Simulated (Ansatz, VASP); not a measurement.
# Te: VASP beside Ansatz

```
Te
1.0
     5.68333    0.00000    0.00000
    -2.84166    4.92191    0.00000
     0.00000    0.00000    3.12706
Te
3
Direct
  0.33333 0.66667 0.50000
  0.00000 0.00000 0.00000
  0.66667 0.33333 0.50000
```

Alike in both runs: task relaxation of cell and atoms; functional PBE; k mesh 9 × 9 × 14; occupations gaussian, width 0.1 eV; no spin polarisation.

```csv
,VASP,Ansatz
version,VASP 6.6.1,Ansatz 0.2.0
potentials or method,"VASP PAW PBE potentials, release 64 (Te), cutoff 600 eV","scalar-relativistic, plane waves, PAW"
valence electrons in the cell,18,48
```

Ansatz gave:

* gap on the k mesh at the Fermi level, each at its own relaxed structure (eV): none
* relaxed volume (Å³/atom): 29.18
* relaxed cell length with the largest relative difference (Å): 5.652

Task: What did VASP give for the same quantities?

Result: gap on the k mesh at the Fermi level, each at its own relaxed structure (eV): none; relaxed volume (Å³/atom): 29.14; relaxed cell length with the largest relative difference (Å): 5.649.

A gap of «none» marks a metal or a gap that the smearing closes. VASP's potentials hold 18 valence electrons a cell and Ansatz's 48, so a difference there can come from the potentials and not from the codes.

Neither program's run includes spin-orbit coupling.
